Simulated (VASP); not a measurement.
Here is a VASP 6.6.1 calculation.

File INCAR:

```
PREC = Accurate
ENCUT = 520
EDIFF = 1E-7
ISMEAR = -1
SIGMA = 0.02
LREAL = False
LASPH = True
NELM = 60
ALGO = Normal
ISIF = 2
LWAVE = False
LCHARG = True
GGA = PS
LELF = True
LVHAR = True
NBANDS = 8
```

The input KPOINTS:

```
regular mesh
0
Gamma
  1 1 1
```

The input POSCAR:

```
H
1.0
    9.0000000000      0.0000000000      0.0000000000
    0.0000000000      9.5000000000      0.0000000000
    0.0000000000      0.0000000000     10.0000000000
H
2
Direct
    0.5000000000      0.5000000000      0.4620895668
    0.5000000000      0.5000000000      0.5379104332
```

Potentials or basis: VASP PAW PBE potentials, release 64 (H).

The run is started by

```console
$ cat potpaw_PBE.64/H/POTCAR > POTCAR
$ mpirun -np 1 vasp_gam > vasp.out
```

Task: Predict the largest force.

Result: 0.005 eV/Å.

Task: What does it give for the gap between the frontier levels?

Result: 9.94 eV.

Forces on the atoms (eV/Å):
```
H    0.000  0.000 -0.005
H    0.000  0.000  0.005
```

Caveat: the PAW data sets were made with another functional, which shifts forces and pressure a little.
